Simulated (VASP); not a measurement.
# KI in VASP: further runs, part 2 of 2

VASP 6.6.1.

## 3. Single point, HSE06

This run uses another cell than the first one, of 44.52 Å³/atom.

POSCAR reads:

```
KI
1.0
    0.0000000000      3.5442842164      3.5442842164
    3.5442842164      0.0000000000      3.5442842164
    3.5442842164      3.5442842164      0.0000000000
K I
1 1
Direct
    0.0000000000      0.0000000000      0.0000000000
    0.5000000000      0.5000000000      0.5000000000
```

INCAR.step1 reads:

```
PREC = Accurate
ENCUT = 520
EDIFF = 1E-5
ISMEAR = 0
SIGMA = 0.01
LREAL = F
LASPH = T
NELM = 80
ALGO = Normal
ISIF = 2
LWAVE = T
LCHARG = F
GGA = PE
NBANDS = 15
```

INCAR.step2 reads:

```
PREC = Accurate
ENCUT = 520
EDIFF = 1E-6
ISMEAR = 0
SIGMA = 0.01
LREAL = F
LASPH = T
NELM = 80
ALGO = Normal
ISIF = 2
LWAVE = F
LCHARG = F
GGA = PE
LHFCALC = T
HFSCREEN = 0.2079
PRECFOCK = Normal
ISTART = 1
NBANDS = 15
```

KPOINTS reads:

```
regular mesh
0
Gamma
  4 4 4
```

Potentials or basis: VASP PAW PBE potentials, release 64 (K_sv, I).

Run with:

```console
cat potpaw_PBE.64/K_sv/POTCAR potpaw_PBE.64/I/POTCAR > POTCAR
cp INCAR.step1 INCAR
mpirun -np 1 vasp_std > vasp.out
cp INCAR.step2 INCAR
mpirun -np 1 vasp_std > vasp.out
```

OUTCAR:

```text
PREC = Accurate
   ENCUT = 520
   EDIFF = 1E-6
   ISMEAR = 0
   LREAL = F
   LASPH = T
   NELM = 80
   ISIF = 2
   GGA = PE
   LHFCALC = T
   HFSCREEN = 0.2079
   PRECFOCK = Normal
   ISTART = 1

 ion  position               nearest neighbor table
   1  0.000  0.000  0.000-   2 3.54   2 3.54   2 3.54   2 3.54   2 3.54   2 3.54
   2  0.500  0.500  0.500-   1 3.54   1 3.54   1 3.54   1 3.54   1 3.54   1 3.54

  LATTYP: Found a face centered cubic cell.
 ALAT       =     7.0885684328

  Lattice vectors:

 A1 = (   0.0000000000,   3.5442842164,   3.5442842164)
 A2 = (   3.5442842164,   0.0000000000,   3.5442842164)
 A3 = (   3.5442842164,   3.5442842164,   0.0000000000)

Analysis of symmetry for initial positions (statically):
=====================================================================
 Subroutine PRICEL returns:
 Original cell was already a primitive cell.

 Routine SETGRP: Setting up the symmetry group for a
 face centered cubic supercell.

 Subroutine GETGRP returns: Found 48 space group operations
 (whereof 48 operations were pure point group operations)
 out of a pool of 48 trial point group operations.

The static configuration has the point symmetry O_h .

Analysis of symmetry for dynamics (positions and initial velocities):
=====================================================================
 Subroutine PRICEL returns:
 Original cell was already a primitive cell.

 Routine SETGRP: Setting up the symmetry group for a
 face centered cubic supercell.

 Subroutine GETGRP returns: Found 48 space group operations
 (whereof 48 operations were pure point group operations)
 out of a pool of 48 trial point group operations.

The dynamic configuration has the point symmetry O_h .

 Subroutine INISYM returns: Found 48 space group operations
 (whereof 48 operations are pure point group operations),
 and found     1 'primitive' translations

[... 114 lines left out ...]
   LEPSILON=     F    determine dielectric tensor
   LRPA    =     F    only Hartree local field effects (RPA)
 non-spin polarized calculation
 Gauss-broadening in eV      SIGMA  =   0.01
  energy-cutoff  :      520.00
  volume of cell :       89.05
 maximum number of plane-waves:      2421
 NGX is ok and might be reduce to    40
  NGX = 28; NGY = 28; NGZ = 28

 number of electron      15.9999999 magnetization

 Free energy of the ion-electron system (eV)
  ---------------------------------------------------
  ext. energy  EPLUGINS =         0.00000000
  ---------------------------------------------------
  free energy    TOTEN  =        -6.40232465 eV

  energy without entropy =       -6.40232465  energy(sigma->0) =       -6.40232465

 E-fermi :  -1.0616     XC(G=0):  -6.0126

 val. band max:       -1.1942914611   @ k =   0.0000   0.0000   0.0000
 cond. band min:       3.7355630970   @ k =   0.0000   0.0000   0.0000
 fundamental gap:      4.9298545581
 Fermi energy:        -1.0615745450

 k-point     1 :       0.0000    0.0000    0.0000
  band No.  band energies     occupation
      1     -32.0394      2.00000
      2     -14.1713      2.00000
      3     -14.1713      2.00000
      4     -14.1713      2.00000
      5     -12.5701      2.00000
      6      -1.1943      2.00000
      7      -1.1943      2.00000
      8      -1.1943      2.00000
      9       3.7356      0.00000
     10       6.4517      0.00000
     11       6.4517      0.00000
     12       6.4517      0.00000
     13       7.2817      0.00000
     14       7.2817      0.00000
[... 113 lines left out ...]
      2     -14.2229      2.00000
      3     -14.2029      2.00000
      4     -14.2029      2.00000
      5     -12.3457      2.00000
      6      -1.9570      2.00000
      7      -1.9570      2.00000
      8      -1.8086      2.00000
      9       6.3396      0.00000
     10       6.3396      0.00000
     11       6.5392      0.00000
     12       8.2034      0.00000
     13       8.9279      0.00000
     14      10.0038      0.00000
     15      10.3736      0.00000

------------------------ aborting loop because EDIFF is reached ----------------------------------------

  FORCE on cell =-STRESS in cart. coord.  units (eV):
  Direction    XX          YY          ZZ          XY          YZ          ZX
  --------------------------------------------------------------------------------------
  -------------------------------------------------------------------------------------
  Total        0.1588896      0.1588896      0.1588896      0.0000000      0.0000000      0.0000000
  in kB        2.8588431      2.8588431      2.8588431      0.0000000      0.0000000      0.0000000
  external PRESSURE =       2.8588431 kB  Pullay stress =       0.0000000 kB

 VOLUME and BASIS-vectors are now :
 -----------------------------------------------------------------------------
  energy-cutoff  :      520.00
  volume of cell :       89.05
      direct lattice vectors                 reciprocal lattice vectors
     0.000000000  3.544284216  3.544284216    -0.141072208  0.141072208  0.141072208
     3.544284216  0.000000000  3.544284216     0.141072208 -0.141072208  0.141072208
     3.544284216  3.544284216  0.000000000     0.141072208  0.141072208 -0.141072208

 POSITION                                       TOTAL-FORCE (eV/Angst)
 -----------------------------------------------------------------------------------
      0.00000      0.00000      0.00000        -0.000000     -0.000000     -0.000000
      3.54428      3.54428      3.54428         0.000000      0.000000      0.000000
 -----------------------------------------------------------------------------------
    total drift:                                0.000000      0.000000      0.000000

  FREE ENERGIE OF THE ION-ELECTRON SYSTEM (eV)
  ---------------------------------------------------
  free  energy   TOTEN  =        -6.4023246525 eV

  energy  without entropy=       -6.4023246525  energy(sigma->0) =       -6.40232465
```

OUTCAR.step1:

```text
PREC = Accurate
   ENCUT = 520
   EDIFF = 1E-5
   ISMEAR = 0
   LREAL = F
   LASPH = T
[... 346 lines left out ...]
 -----------------------------------------------------------------------------------
      0.00000      0.00000      0.00000         0.000000      0.000000      0.000000
      3.54428      3.54428      3.54428        -0.000000     -0.000000     -0.000000
 -----------------------------------------------------------------------------------
    total drift:                                0.000000     -0.000000     -0.000000

  FREE ENERGIE OF THE ION-ELECTRON SYSTEM (eV)
  ---------------------------------------------------
  free  energy   TOTEN  =        -5.5585939363 eV

  energy  without entropy=       -5.5585939363  energy(sigma->0) =       -5.55859394
```

It took 8.7 min on 1 thread of Intel Xeon Platinum 8259CL at 2.50GHz (Skylake/Cascade Lake), shared host; peak memory 0.35 GiB.

What came out:

- Free energy: -6.4023 eV
- Pressure: 0.3 GPa
- Band gap on the k mesh: 4.93 eV

Levels at points of the mesh, in eV from the valence-band top:
```tsv
k point	band 5	band 6	band 7	band 8	band 9	band 10	band 11	band 12
(0.00, 0.00, 0.00)	-11.38	0.00	0.00	0.00	4.93	7.65	7.65	7.65
(0.50, 0.00, 0.00)	-11.07	-1.37	-0.34	-0.34	6.48	8.88	9.22	9.22
(0.50, 0.50, 0.00)	-11.21	-1.05	-0.39	-0.39	5.95	6.81	9.46	9.86
```

Caveat: the PAW data sets were made with another functional, which shifts forces and pressure a little; spin-orbit coupling is left out, which moves the levels of the heavy elements.

## 4. Single point, HSE06 (epitaxial xy strain -1.5%)

POSCAR reads:

```
KI
1.0
    0.0000000000      3.4911199532      3.5584596515
    3.4911199532      0.0000000000      3.5584596515
    3.4911199532      3.4911199532      0.0000000000
K I
1 1
Direct
    0.0000000000      0.0000000000      0.0000000000
    0.5000000000      0.5000000000      0.5000000000
```

INCAR.step1 reads:

```
  PREC = Accurate
  ENCUT = 520
  EDIFF = 1E-5
  ISMEAR = 0
  SIGMA = 0.01
  LREAL = False
  LASPH = True
  NELM = 80
  ALGO = Normal
  ISIF = 2
  LWAVE = True
  LCHARG = False
  NBANDS = 15
  GGA = PE
```

INCAR.step2 reads:

```
  PREC = Accurate
  ENCUT = 520
  EDIFF = 1E-6
  ISMEAR = 0
  SIGMA = 0.01
  LREAL = False
  LASPH = True
  NELM = 80
  ALGO = Normal
  ISIF = 2
  LWAVE = False
  LCHARG = False
  GGA = PE
  LHFCALC = True
  HFSCREEN = 0.2079
  PRECFOCK = Normal
  NBANDS = 15
  ISTART = 1
```

KPOINTS reads:

```
Automatic mesh
0
Gamma
  4 4 4
```

Potentials or basis: VASP PAW PBE potentials, release 64 (K_sv, I).

Run with:

```console
cat potpaw_PBE.64/K_sv/POTCAR potpaw_PBE.64/I/POTCAR > POTCAR
cp INCAR.step1 INCAR
mpirun -np 1 vasp_std > vasp.out
cp INCAR.step2 INCAR
mpirun -np 1 vasp_std > vasp.out
```

OUTCAR:

```text
PREC = Accurate
   ENCUT = 520
   EDIFF = 1E-6
   ISMEAR = 0
   LREAL = False
   LASPH = True
   NELM = 80
   ISIF = 2
   GGA = PE
   LHFCALC = True
   HFSCREEN = 0.2079
   PRECFOCK = Normal
   ISTART = 1

 ion  position               nearest neighbor table
   1  0.000  0.000  0.000-   2 3.49   2 3.49   2 3.49   2 3.49   2 3.56   2 3.56
   2  0.500  0.500  0.500-   1 3.49   1 3.49   1 3.49   1 3.49   1 3.56   1 3.56

  LATTYP: Found a body centered tetragonal cell.
 ALAT       =     4.9371891857
[... 421 lines left out ...]

  FORCE on cell =-STRESS in cart. coord.  units (eV):
  Direction    XX          YY          ZZ          XY          YZ          ZX
  --------------------------------------------------------------------------------------
  -------------------------------------------------------------------------------------
  Total        0.4493402      0.4493402      0.1608447      0.0000000     -0.0000000     -0.0000000
  in kB        8.2997356      8.2997356      2.9709530      0.0000000     -0.0000000     -0.0000000
  external PRESSURE =       6.5234747 kB  Pullay stress =       0.0000000 kB

 VOLUME and BASIS-vectors are now :
 -----------------------------------------------------------------------------
  energy-cutoff  :      520.00
  volume of cell :       86.74
      direct lattice vectors                 reciprocal lattice vectors
     0.000000000  3.491119953  3.558459652    -0.143220516  0.143220516  0.140510234
     3.491119953  0.000000000  3.558459652     0.143220516 -0.143220516  0.140510234
     3.491119953  3.491119953  0.000000000     0.143220516  0.143220516 -0.140510234

 POSITION                                       TOTAL-FORCE (eV/Angst)
 -----------------------------------------------------------------------------------
      0.00000      0.00000      0.00000         0.000000      0.000000      0.000000
      3.49112      3.49112      3.55846        -0.000000     -0.000000      0.000000
 -----------------------------------------------------------------------------------
    total drift:                                0.000000     -0.000000     -0.000000

  FREE ENERGIE OF THE ION-ELECTRON SYSTEM (eV)
  ---------------------------------------------------
  free  energy   TOTEN  =        -6.3935890528 eV

  energy  without entropy=       -6.3935890528  energy(sigma->0) =       -6.39358905
```

OSZICAR.step1:

```text
N       E                     dE             d eps       ncg     rms          rms(c)
DAV:   1     0.877962503835E+02    0.87796E+02   -0.63830E+03   390   0.899E+02
DAV:   2    -0.130263212804E+00   -0.87927E+02   -0.83064E+02   495   0.211E+02
DAV:   3    -0.532170259920E+01   -0.51914E+01   -0.51678E+01   558   0.452E+01
DAV:   4    -0.562368351158E+01   -0.30198E+00   -0.30191E+00   626   0.917E+00
DAV:   5    -0.562549359663E+01   -0.18101E-02   -0.18101E-02   551   0.827E-01    0.316E+00
DAV:   6    -0.554487204413E+01    0.80622E-01   -0.92283E-02   481   0.177E+00    0.225E+00
DAV:   7    -0.554144233373E+01    0.34297E-02   -0.11193E-01   516   0.170E+00    0.788E-01
DAV:   8    -0.554630576686E+01   -0.48634E-02   -0.11768E-02   446   0.713E-01    0.131E-01
DAV:   9    -0.554675000538E+01   -0.44424E-03   -0.77003E-04   523   0.166E-01    0.759E-02
DAV:  10    -0.554687917793E+01   -0.12917E-03   -0.11501E-04   493   0.588E-02    0.199E-02
DAV:  11    -0.554692312568E+01   -0.43948E-04   -0.59087E-05   425   0.435E-02    0.195E-02
DAV:  12    -0.554692279013E+01    0.33554E-06   -0.25745E-06   412   0.129E-02
   1 F= -.55469228E+01 E0= -.55469228E+01  d E =-.163546E-36
```

It took 13 min on 1 thread of Intel Xeon Platinum 8259CL at 2.50GHz (Skylake/Cascade Lake), shared host; peak memory 0.35 GiB.

Results:

```
Free energy            : -6.3936 eV
Pressure               : 0.7 GPa
Band gap on the k mesh : 4.99 eV
```

Stress tensor (GPa, compression positive):
```
0.83 0.00 0.00
0.00 0.83 0.00
0.00 0.00 0.30
```

Caveat: the cell differs from its parent crystal (epitaxial xy strain -1.5%); the PAW data sets were made with another functional, which shifts forces and pressure a little; spin-orbit coupling is left out, which moves the levels of the heavy elements.

## 5. The runs side by side

| cell | gap on the mesh (eV) | pressure (GPa) |
| --- | --- | --- |
| a = 4.812 Å, angles 60.0°, 2 atoms | 5.26 | 2.4 |
| a = 5.012 Å, angles 60.0°, 2 atoms | 4.93 | 0.3 |
| a = 4.985, b = 4.985, c = 4.937 Å, angles 60.3, 60.3, 59.4°, 2 atoms | 4.99 | 0.7 |

Alike in all rows: task single point; level HSE06; potentials or basis VASP PAW PBE potentials, release 64 (K_sv, I); no spin polarisation; k mesh 4 × 4 × 4; cutoff (eV) 520; smearing gaussian 0.01 eV.

Caveats: the PAW data sets were made with another functional, which shifts forces and pressure a little; spin-orbit coupling is left out, which moves the levels of the heavy elements.

Absolute energies hang on the potentials; compare differences alone.
